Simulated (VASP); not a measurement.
Runs of VASP 6.6.1 on InAgTe2. The structure is that of space group I-42d (No. 122), or close to it. The cells are those of the table. 

```csv
task,cell,k mesh,smearing,gap on the mesh (eV),pressure (GPa),largest force (eV/Å)
single point,"a = 7.992 Å, angles 131.4, 131.4, 71.2°, 8 atoms",4 × 4 × 4,gaussian 0.1 eV,(a),-0.1,-
relaxation of cell and atoms,"relaxed from a = 7.798 Å, angles 131.0, 131.0, 71.8°, 8 atoms",4 × 4 × 4,gaussian 0.1 eV,0.04,-0.1,0.01
single point,"a = 7.991 Å, angles 131.5, 131.5, 71.1°, 8 atoms",8 × 8 × 8,fermi-dirac 0.15 eV,-,0.0,0.01
single point,"a = 7.988 Å, angles 131.4, 131.4, 71.1°, 8 atoms",8 × 8 × 8,gaussian 0.1 eV,-,0.0,0.01
```

Alike in all rows: level PBE; potentials or basis VASP PAW PBE potentials, release 64 (In_d, Ag, Te); no spin polarisation; cutoff (eV) 500.

Problem. Estimate the missing entries.

Solution. (a) 0.05.

Caveats: spin-orbit coupling is left out, which moves the levels of the heavy elements; the relaxation stopped at a loose force limit of 0.05 eV/Å, so its end isn't a converged minimum (some runs).

A k mesh can miss the band edges, and the runs leave out spin-orbit coupling on Ag, In, Te.
